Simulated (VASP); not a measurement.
# SrAlO4 (P2/m) in VASP: further runs

The runs below take SrAlO4 through single point, relaxation of cell and atoms, with PBE.

Program: VASP 6.6.1. These are calculated values, not measurements. Logs are shortened: lines on timing, memory, paths and dates and some standing lists are left out, and cuts for length are marked.

### 1 The cell of the first run

It takes space group P2/m (No. 10, monoclinic). The conventional cell has a = 4.649 Å, b = 3.151 Å, c = 4.904 Å, α = 90.00°, β = 93.55°, γ = 90.00°. Within 3.9 Å of Sr (site symmetry 2/m) lie 12 O at 2.50 to 3.43 Å and 2 Sr at 3.15 Å and 8 Al at 3.63 to 3.82 Å. Within 2.6 Å of Al (site symmetry 2/m) lie 6 O at 1.93 to 1.97 Å. O (site symmetry m) has 1 O at 1.42 Å and 1 Al at 1.93 Å within 2.0 Å. Within 2.7 Å of O (site symmetry m) lie 2 Al at 1.97 Å and 4 O at 2.35 to 2.66 Å and 2 Sr at 2.62 to 2.70 Å.

The cell was generated, and may not be a known phase.

### 2 Single point, PBE

INCAR

```
PREC     = Accurate       # precision mode
ENCUT    = 600            # plane-wave cutoff, eV
EDIFF    = 1E-6           # SCF threshold, eV
ISMEAR   = 0              # smearing method
SIGMA    = 0.1            # smearing width, eV
LREAL    = False          # projectors in reciprocal space
LASPH    = True           # aspherical terms in the spheres
NELM     = 120            # most SCF steps
ALGO     = Normal         # electronic algorithm
ISIF     = 2              # what is computed and relaxed
LWAVE    = False          # write WAVECAR
LCHARG   = True           # write CHGCAR
GGA      = PE             # functional
LELF     = True           # ELF
LVHAR    = True         
NBANDS   = 28             # bands
GGA_COMPAT= False
```

KPOINTS

```
regular mesh
0
Gamma
  4 6 4
```

POSCAR

```
SrAlO4
1.0
    4.6491171005      0.0000000000      0.0000000000
    0.0000000000      3.1509581049      0.0000000000
   -0.3040657216      0.0000000000      4.8947049128
Sr Al O
1 1 4
Direct
    0.0000000000      0.0000000000      0.0000000000
    0.5000000000      0.5000000000      0.5000000000
    0.0946229372      0.5000000000      0.3915475263
    0.9053770628      0.5000000000      0.6084524737
    0.4724013012      0.0000000000      0.7370015584
    0.5275986988      0.0000000000      0.2629984416
```

Potentials or basis: VASP PAW PBE potentials, release 64 (Sr_sv, Al, O).

Launch:

```bash
$ cat potpaw_PBE.64/Sr_sv/POTCAR potpaw_PBE.64/Al/POTCAR potpaw_PBE.64/O/POTCAR > POTCAR
$ mpirun -np 1 vasp_std > vasp.out
```

OUTCAR:

```text
PREC = Accurate
   ENCUT = 600
   EDIFF = 1E-6
   ISMEAR = 0
   LREAL = False
   LASPH = True
   NELM = 120
   ISIF = 2
   GGA = PE

 ion  position               nearest neighbor table
   1  0.000  0.000  0.000-   3 2.50   4 2.50   3 2.50   4 2.50   5 2.62   6 2.62   6 2.70   5 2.70
                             4 3.43   3 3.43   3 3.43   4 3.43   2 3.63   2 3.63   2 3.63   2 3.63
   2  0.500  0.500  0.500-   3 1.93   4 1.93   5 1.97   6 1.97   5 1.97   6 1.97   1 3.63   1 3.63
                             1 3.63   1 3.63   1 3.82   1 3.82   1 3.82   1 3.82
   3  0.095  0.500  0.392-   4 1.42   2 1.93   1 2.50   1 2.50   1 3.43   1 3.43
   4  0.905  0.500  0.608-   3 1.42   2 1.93   1 2.50   1 2.50   1 3.43   1 3.43
   5  0.472  0.000  0.737-   2 1.97   2 1.97   1 2.62   1 2.70
   6  0.528  0.000  0.263-   2 1.97   2 1.97   1 2.62   1 2.70

  LATTYP: Found a simple monoclinic cell.
 ALAT       =     4.6491171005
 B/A-ratio  =     0.6777540847
 C/A-ratio  =     1.0548541154
 COS(beta)  =    -0.0620018398

  Lattice vectors:

 A1 = (   4.6491171005,   0.0000000000,   0.0000000000)
 A2 = (   0.0000000000,   3.1509581049,   0.0000000000)
 A3 = (  -0.3040657216,   0.0000000000,   4.8947049128)

Analysis of symmetry for initial positions (statically):
=====================================================================
 Subroutine PRICEL returns:
 Original cell was already a primitive cell.

 Routine SETGRP: Setting up the symmetry group for a
 simple monoclinic supercell.

 Subroutine GETGRP returns: Found  4 space group operations
 (whereof  4 operations were pure point group operations)
 out of a pool of  4 trial point group operations.

The static configuration has the point symmetry C_2h.

Analysis of symmetry for dynamics (positions and initial velocities):
=====================================================================
 Subroutine PRICEL returns:
 Original cell was already a primitive cell.

 Routine SETGRP: Setting up the symmetry group for a
 simple monoclinic supercell.

 Subroutine GETGRP returns: Found  4 space group operations
 (whereof  4 operations were pure point group operations)
 out of a pool of  4 trial point group operations.

The dynamic configuration has the point symmetry C_2h.

 Subroutine INISYM returns: Found  4 space group operations
 (whereof  4 operations are pure point group operations),
 and found     1 'primitive' translations

----------------------------------------------------------------------------------------

                                     Primitive cell

  volume of cell :      71.7034

  direct lattice vectors                    reciprocal lattice vectors
     4.649117100  0.000000000  0.000000000     0.215094604  0.000000000  0.013361969
     0.000000000  3.150958105  0.000000000     0.000000000  0.317363788  0.000000000
    -0.304065722  0.000000000  4.894704913     0.000000000  0.000000000  0.204302408

  length of vectors
     4.649117100  3.150958105  4.904140307     0.215509236  0.317363788  0.204302408

  position of ions in fractional coordinates (direct lattice)
     0.000000000  0.000000000  0.000000000
     0.500000000  0.500000000  0.500000000
     0.094622937  0.500000000  0.391547526
     0.905377063  0.500000000  0.608452474
     0.472401301  0.000000000  0.737001558
     0.527598699  0.000000000  0.262998442

  ion indices of the primitive-cell ions
   primitive index   ion index
                 1           1
                 2           2
                 3           3
                 4           4
                 5           5
                 6           6

----------------------------------------------------------------------------------------

 KPOINTS: regular mesh

Automatic generation of k-mesh.
 Grid dimensions read from file:
 generate k-points for:    4    6    4

 Generating k-lattice:

  Cartesian coordinates                     Fractional coordinates (reciprocal lattice)
     0.053773651  0.000000000  0.003340492     0.250000000  0.000000000  0.000000000
     0.000000000  0.052893965  0.000000000     0.000000000  0.166666667  0.000000000
     0.000000000  0.000000000  0.051075602     0.000000000  0.000000000  0.250000000

  Length of vectors
     0.053877309  0.052893965  0.051075602

  Shift w.r.t. Gamma in fractional coordinates (k-lattice)
     0.000000000  0.000000000  0.000000000

 Subroutine IBZKPT returns following result:
 ===========================================

 Found     40 irreducible k-points:

 Following reciprocal coordinates:
            Coordinates               Weight
  0.000000  0.000000  0.000000      1.000000
  0.250000  0.000000 -0.000000      2.000000
  0.500000  0.000000 -0.000000      1.000000
  0.000000  0.166667  0.000000      2.000000
  0.250000  0.166667 -0.000000      4.000000
  0.500000  0.166667 -0.000000      2.000000
[... 16 lines left out ...]
  0.500000  0.333333  0.250000      4.000000
 -0.250000  0.333333  0.250000      4.000000
 [... further k-points ...]
   k-points           NKPTS =     40   k-points in BZ     NKDIM =     40   number of bands    NBANDS=     28
   number of dos      NEDOS =    301   number of ions     NIONS =      6
   total plane-waves  NPLWV =  44800
   dimension x,y,z NGX =    40 NGY =   28 NGZ =   40
   dimension x,y,z NGXF=    80 NGYF=   56 NGZF=   80
   ions per type =               1   1   4
   NGX,Y,Z   is equivalent  to a cutoff of  14.30, 14.77, 13.56 a.u.
   NGXF,Y,Z  is equivalent  to a cutoff of  28.61, 29.55, 27.12 a.u.
 SYSTEM =  unknown system
   PREC   = accura    normal or accurate (medium, high low for compatibility)
   ISTART =      0    job   : 0-new  1-cont  2-samecut
   ICHARG =      2    charge: 1-file 2-atom 10-const
   ISPIN  =      1    spin polarized calculation?
   LNONCOLLINEAR =      F non collinear calculations
   LSORBIT =      F    spin-orbit coupling
   LASPH  =      T    aspherical Exc in radial PAW
   ENCUT  =  600.0 eV  44.10 Ry    6.64 a.u.   9.29  6.29  9.79*2*pi/ulx,y,z
   NELM   =    120;   NELMIN=  2; NELMDL= -5     # of ELM steps
   EDIFF  = 0.1E-05   stopping-criterion for ELM
   LREAL  =      F    real-space projection
   EDIFFG = 0.1E-04   stopping-criterion for IOM
   NSW    =      0    number of steps for IOM
   IBRION =     -1    ionic relax: 0-MD 1-quasi-New 2-CG
   NFREE  =      0    steps in history (QN), initial steepest desc. (CG)
   ISIF   =      2    stress and relaxation
   ISYM   =      2    0-nonsym 1-usesym 2-fastsym
   POTIM  = 0.5000    time-step for ionic-motion
   TEBEG  =    0.0;   TEEND  =   0.0 temperature during run
   PSTRESS=    0.0 pullay stress
   NELECT =      37.0000    total number of electrons
   NUPDOWN=      -1.0000    fix difference up-down
   EMIN   =  10.00;   EMAX   =-10.00  energy-range for DOS
   EFERMI =   0.00;   METHOD = LEGACY
   ISMEAR =     0;   SIGMA  =   0.10  broadening in eV -4-tet -1-fermi 0-gaus
   EFERMI_NEDOS =   21; number of points for ismear=-14 and -15
   IALGO  =     38    algorithm
   IMIX   =      4    mixing-type and parameters
     AMIX     =   0.40;   BMIX     =  1.00
     AMIX_MAG =   1.60;   BMIX_MAG =  1.00
  volume/ion in A,a.u.               =      11.95        80.65
  Fermi-wavevector in a.u.,A,eV,Ry     =   1.313093  2.481386 23.459350  1.724214
  Thomas-Fermi vector in A             =   2.443440
   LORBIT       =      0    0 simple, 1 ext, 2 COOP (PROOUT), +10 PAW based schemes
   GGA     = PE    functional components
   LHFCALC =     F    Hartree Fock is set to
   AEXX    =    0.0000 exact exchange contribution
   IVDW    =     0    specifies the selected vdW correction
   LEPSILON=     F    determine dielectric tensor
   LRPA    =     F    only Hartree local field effects (RPA)
 non-spin polarized calculation
 Gauss-broadening in eV      SIGMA  =   0.10
  energy-cutoff  :      600.00
  volume of cell :       71.70
 maximum number of plane-waves:      2424
 NGX is ok and might be reduce to    40
   NGX = 19   NGY = 13   NGZ = 19

 number of electron      36.9999991 magnetization

 Free energy of the ion-electron system (eV)
  ---------------------------------------------------
  ext. energy  EPLUGINS =         0.00000000
  ---------------------------------------------------
  free energy    TOTEN  =       -36.51147373 eV

  energy without entropy =      -36.48360655  energy(sigma->0) =      -36.49754014

 E-fermi :   3.2451     XC(G=0): -10.4230

 val. band max:        3.2447468979   @ k =   0.5000   0.5000   0.2500
 cond. band min:       3.2559837623   @ k =   0.0000   0.5000   0.2500
 fundamental gap:      0.0112368644
 Fermi energy:         3.2451283732

 k-point     1 :       0.0000    0.0000    0.0000
  band No.  band energies     occupation
      1     -30.0399      2.00000
      2     -18.8442      2.00000
      3     -14.0588      2.00000
      4     -13.6581      2.00000
      5     -12.4378      2.00000
      6     -11.8611      2.00000
[... 20 lines left out ...]
     27      13.3363      0.00000
     28      13.3977      0.00000

 k-point     2 :       0.2500    0.0000   -0.0000
  band No.  band energies     occupation
      1     -30.0379      2.00000
      2     -18.8144      2.00000
      3     -14.4261      2.00000
      4     -13.4379      2.00000
      5     -12.4473      2.00000
      6     -11.7353      2.00000
[... 20 lines left out ...]
     27      13.2462      0.00000
     28      13.4985      0.00000

 k-point     3 :       0.5000    0.0000   -0.0000
  band No.  band energies     occupation
      1     -30.0359      2.00000
      2     -18.7836      2.00000
      3     -14.6809      2.00000
      4     -13.1899      2.00000
      5     -12.6739      2.00000
      6     -11.6714      2.00000
[... 20 lines left out ...]
     27      13.1727      0.00000
     28      13.5994      0.00000

 k-point     4 :       0.0000    0.1667    0.0000
  band No.  band energies     occupation
      1     -29.9908      2.00000
      2     -18.8250      2.00000
      3     -13.9819      2.00000
      4     -13.4831      2.00000
      5     -12.3749      2.00000
      6     -12.0711      2.00000
[... 578 lines left out ...]
     27      13.6565      0.00000
     28      14.9537      0.00000

 k-point    23 :       0.5000    0.3333    0.2500
  band No.  band energies     occupation
      1     -29.8857      2.00000
      2     -18.7488      2.00000
      3     -14.0589      2.00000
      4     -13.2477      2.00000
      5     -12.8662      2.00000
      6     -12.0914      2.00000
[... 20 lines left out ...]
     27      13.7157      0.00000
     28      14.7481      0.00000

 k-point    24 :      -0.2500    0.3333    0.2500
  band No.  band energies     occupation
      1     -29.8875      2.00000
      2     -18.7685      2.00000
      3     -13.9148      2.00000
      4     -13.2797      2.00000
      5     -12.8430      2.00000
      6     -12.0013      2.00000
[... 20 lines left out ...]
     27      13.5494      0.00000
     28      15.2280      0.00000

 [... further k-points ...]
[... 5 lines left out ...]
  --------------------------------------------------------------------------------------
  -------------------------------------------------------------------------------------
  Total       -0.0609565      0.2414693      0.5605854      0.0000000      0.0000000     -0.1753744
  in kB       -1.3620445      5.3955141     12.5260091      0.0000000      0.0000000     -3.9186560
  external PRESSURE =       5.5198262 kB  Pullay stress =       0.0000000 kB

 VOLUME and BASIS-vectors are now :
 -----------------------------------------------------------------------------
  energy-cutoff  :      600.00
  volume of cell :       71.70
      direct lattice vectors                 reciprocal lattice vectors
     4.649117100  0.000000000  0.000000000     0.215094604  0.000000000  0.013361969
     0.000000000  3.150958105  0.000000000     0.000000000  0.317363788  0.000000000
    -0.304065722  0.000000000  4.894704913     0.000000000  0.000000000  0.204302408

 POSITION                                       TOTAL-FORCE (eV/Angst)
 -----------------------------------------------------------------------------------
      0.00000      0.00000      0.00000        -0.000000      0.000000     -0.000000
      2.17253      1.57548      2.44735        -0.000000      0.000000     -0.000000
      0.32086      1.57548      1.91651         0.177464      0.000000     -0.112420
      4.02419      1.57548      2.97820        -0.177464      0.000000      0.112420
      1.97215      0.00000      3.60741        -0.094669      0.000000     -0.083342
      2.37290      0.00000      1.28730         0.094669      0.000000      0.083342
 -----------------------------------------------------------------------------------
    total drift:                                0.000000      0.000000      0.000000

  FREE ENERGIE OF THE ION-ELECTRON SYSTEM (eV)
  ---------------------------------------------------
  free  energy   TOTEN  =       -36.5114737267 eV

  energy  without entropy=      -36.4836065518  energy(sigma->0) =      -36.49754014
```

Run time: 3.1 min. Hardware: 1 thread of Intel Xeon 8259CL, shared host; peak memory 0.26 GiB.

What came out:

| Quantity | Value |
| --- | --- |
| Free energy | -36.5115 eV |
| Pressure | 0.6 GPa |
| Largest force | 0.210 eV/Å |
| Band gap on the k mesh | zero (an odd number of electrons rules out a gap without spin polarisation) |

Forces in eV/Å, atoms in the order of the input:
```
Sr   0.000  0.000  0.000
Al   0.000  0.000  0.000
O    0.177  0.000 -0.112
O   -0.177  0.000  0.112
O   -0.095  0.000 -0.083
O    0.095  0.000  0.083
```

Stress tensor (GPa, compression positive):
```
-0.14  0.00 -0.39
 0.00  0.54  0.00
-0.39  0.00  1.25
```

Levels at points of the mesh, in eV from the Fermi level:
```tsv
k point	band 15	band 16	band 17	band 18	band 19	band 20	band 21	band 22	band 23	band 24
(0.00, 0.00, 0.00)	-1.50	-1.30	-1.26	-0.33	0.60	3.46	4.69	5.81	8.03	9.01
(0.50, 0.00, 0.00)	-1.38	-1.35	-0.98	-0.20	0.52	4.00	4.23	6.25	7.09	8.19
(0.00, 0.50, 0.00)	-2.27	-1.22	-1.03	0.18	0.65	3.29	6.09	8.77	9.03	9.21
(0.50, 0.50, 0.00)	-1.46	-1.25	-0.97	-0.04	0.58	3.58	5.32	8.07	8.91	9.01
(0.00, 0.00, 0.50)	-1.65	-1.51	-1.00	-0.92	-0.01	2.84	5.45	6.78	7.31	8.91
(0.50, 0.00, 0.50)	-1.67	-1.49	-1.15	-0.50	0.21	2.94	5.09	6.38	8.10	8.29
(0.00, 0.50, 0.50)	-2.17	-1.57	-1.35	-0.72	-0.33	4.46	4.89	8.42	9.10	9.42
(0.50, 0.50, 0.50)	-1.88	-1.48	-1.12	-0.81	-0.55	4.74	4.83	7.72	7.86	9.47
```

Caveat: an odd number of electrons without spin polarisation forces a metal; a magnetic or distorted state may lie lower.

### 3 Relaxation of cell and atoms, PBE

This run uses another cell than the first one, of 12.26 Å³/atom.

INCAR

```
ALGO = Normal
EDIFF = 1E-7
EDIFFG = -0.08
ENCUT = 600
GGA = PE
GGA_COMPAT = False
IBRION = 2
ISIF = 3
ISMEAR = 0
LASPH = True
LCHARG = False
LREAL = False
LWAVE = False
NELM = 120
NELMIN = 4
NSW = 36
PREC = Accurate
SIGMA = 0.2
```

KPOINTS

```
k-points
0
Gamma
  3 6 3
```

POSCAR

```
SrAlO4
1.0
    4.9384485900      0.0000000000      0.0000000000
    0.0000000000      2.6790646900      0.0000000000
   -0.0059574000      0.0000000000      5.5591770400
Sr Al O
1 1 4
Direct
    0.0000000000      0.0000000000      0.0000000000
    0.5000000000      0.5000000000      0.5000000000
    0.3030270000      0.5000000000      0.1337669900
    0.6969730000      0.5000000000      0.8662330100
    0.8222870200      0.0000000000      0.3479250100
    0.1777129800      0.0000000000      0.6520749900
```

Potentials or basis: VASP PAW PBE potentials, release 64 (Sr_sv, Al, O).

Launch:

```bash
$ cat potpaw_PBE.64/Sr_sv/POTCAR potpaw_PBE.64/Al/POTCAR potpaw_PBE.64/O/POTCAR > POTCAR
$ mpirun -np 1 vasp_std > vasp.out
```

It took 15 min on 1 thread of Intel Xeon 8259CL, shared host; peak memory 0.25 GiB.

Results (log left out):

| Property | Result |
| --- | --- |
| Free energy | -36.6176 eV |
| Relaxed volume | 12.00 Å³/atom |
| Relaxed cell | a = 4.933 Å, b = 3.147 Å, c = 4.644 Å, α = 90.00°, β = 93.16°, γ = 90.00° |
| Space group after relaxing (to 0.1 Å) | P2/m (No. 10) |
| Energy gained by relaxing | 1542.6 meV/atom |
| Ionic steps | 27 |
| Pressure after relaxing | -0.3 GPa |
| Largest force after relaxing | 0.058 eV/Å |
| Band gap on the k mesh | zero (an odd number of electrons rules out a gap without spin polarisation) |

Forces in eV/Å, atoms in the order of the input:
```
Sr   0.000  0.000  0.000
Al   0.000  0.000  0.000
O    0.048  0.000  0.002
O   -0.048  0.000 -0.002
O   -0.014  0.000  0.056
O    0.014  0.000 -0.056
```

Stress tensor (GPa, compression positive):
```
-0.54  0.00  0.02
 0.00 -0.16  0.00
 0.02  0.00 -0.22
```

The path:
| step | energy change (eV) | largest force (eV/Å) | pressure (GPa) | volume (Å³) |
| --- | --- | --- | --- | --- |
| 1 | 0.0000 | 6.5499 | 15.95 | 73.55 |
| 2 | -5.5590 | 2.6322 | -13.34 | 86.97 |
| 3 | -5.9316 | 1.6246 | -16.54 | 92.45 |
| 4 | -7.1035 | 2.8054 | 4.48 | 75.43 |
| 5 | -7.2433 | 1.5837 | -2.97 | 79.08 |
| 6 | -7.5177 | 0.9560 | -1.25 | 75.96 |
| 7 | -7.6054 | 1.2632 | 2.27 | 72.95 |
| 8 | -7.8161 | 1.9893 | 1.69 | 72.22 |
| 9 | -8.1432 | 2.1820 | 4.57 | 69.85 |
| 10 | -8.1377 | 2.7639 | 2.32 | 70.82 |
| 11 | -8.1777 | 2.6250 | 3.09 | 70.38 |
| 12 | -8.3091 | 1.7925 | 3.15 | 70.42 |
| 13 | -8.3248 | 1.4309 | 3.44 | 70.43 |
| 14 | -8.4608 | 1.1825 | 2.29 | 70.92 |
| 15 | -8.7590 | 0.4917 | -0.55 | 72.34 |
| 16 | -8.9148 | 1.0179 | -3.87 | 75.05 |
| 17 | -8.9258 | 0.7870 | -3.44 | 74.56 |
| 18 | -9.0248 | 0.6992 | -2.24 | 73.56 |
| 19 | -9.0834 | 1.2731 | -0.28 | 72.12 |
| 20 | -9.1696 | 0.7539 | 1.02 | 71.32 |
| 21 | -9.2043 | 0.5294 | 2.85 | 70.34 |
| 22 | -9.2328 | 0.2760 | 0.79 | 71.14 |
| 23 | -9.2349 | 0.3304 | 0.11 | 71.42 |
| 24 | -9.2483 | 0.2230 | -0.07 | 71.70 |
| 25 | -9.2521 | 0.3202 | -0.22 | 71.95 |
| 26 | -9.2550 | 0.1832 | -0.34 | 72.00 |
| 27 | -9.2557 | 0.0577 | -0.31 | 71.99 |

Final structure:
```
CELL_PARAMETERS angstrom
4.93139 0.00000 -0.14045
0.00000 3.14654 0.00000
-0.12416 0.00000 4.64279
ATOMIC_POSITIONS crystal
Sr 0.00000 0.00000 0.00000
Al 0.50000 0.50000 0.50000
O 0.39133 0.50000 0.09551
O 0.60867 0.50000 0.90449
O 0.73574 0.00000 0.46793
O 0.26426 0.00000 0.53207
```

Levels at points of the mesh, in eV from the Fermi level:
```
           k point  band 15  band 16  band 17  band 18  band 19  band 20  band 21  band 22
(0.00, 0.00, 0.00)    -1.49    -1.31    -1.24    -0.36     0.53     3.40     4.56     5.82
(0.00, 0.50, 0.00)    -2.27    -1.23    -1.08     0.13     0.58     3.20     5.99     9.05
```

Caveat: the k points lie up to 0.45 Å⁻¹ apart in the final cell, too coarse for converged energies and pressures of a metal; a cell axis changed by over 15 % at a fixed basis, so the end point is rough; an odd number of electrons without spin polarisation forces a metal; a magnetic or distorted state may lie lower; the relaxation stopped at a loose force limit of 0.08 eV/Å, so its end isn't a converged minimum.

The gap in the log of VASP goes by the Fermi energy; the results here count the filled bands.